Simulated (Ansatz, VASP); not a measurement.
**NiO in VASP and in Ansatz**

```
CELL_PARAMETERS angstrom
0.00000 2.08590 2.08590
2.08590 0.00000 2.08590
2.08590 2.08590 0.00000
ATOMIC_POSITIONS crystal
Ni 0.00000 0.00000 0.00000
O 0.50000 0.50000 0.50000
```

Alike in both runs: functional PBEsol; k mesh 11 × 11 × 11; occupations fermi-dirac, width 0.05 eV; collinear spin; Hubbard terms Ni d U = 4.0 eV.

|  | VASP | Ansatz |
| --- | --- | --- |
| version | VASP 6.6.1 | Ansatz 0.2.0 |
| potentials or method | VASP PAW PBE potentials, release 64 (Ni, O) | Ansatz PAW |
| plane-wave cutoff (eV) | 520 | 420 |
| valence electrons in the cell | 16 | 24 |
| task | single point | projected density of states |

Ansatz gave:

| Property | Result |
| --- | --- |
| gap on the k mesh at the Fermi level (eV) | 1.03 |
| least direct gap on the mesh (eV) | 1.83 |
| pressure (GPa) | 2.2 |
| net moment per atom (μB) | 1.00 |
| size of the moment on the site where the two differ most (μB) | 1.66 |

Task: Which values does VASP return?

Result: gap on the k mesh at the Fermi level (eV): 1.16; least direct gap on the mesh (eV): 1.95; pressure (GPa): -4.5; net moment per atom (μB): 1.00; size of the moment on the site where the two differ most (μB): 1.74.

VASP's potentials were made for PBE, not for PBEsol. Site moments also hang on the region over which each program counts them. The programs project onto different local orbitals, so the same U acts differently, and such runs can settle in different states. VASP's potentials hold 16 valence electrons a cell and Ansatz's 24, so a difference there can come from the potentials and not from the codes.

Noted on Ansatz's run: the magnetic or orbital state may not be the lowest; odd divisions of the mesh miss points on the zone boundary, where band edges often lie, so the gap on the mesh can be too wide.
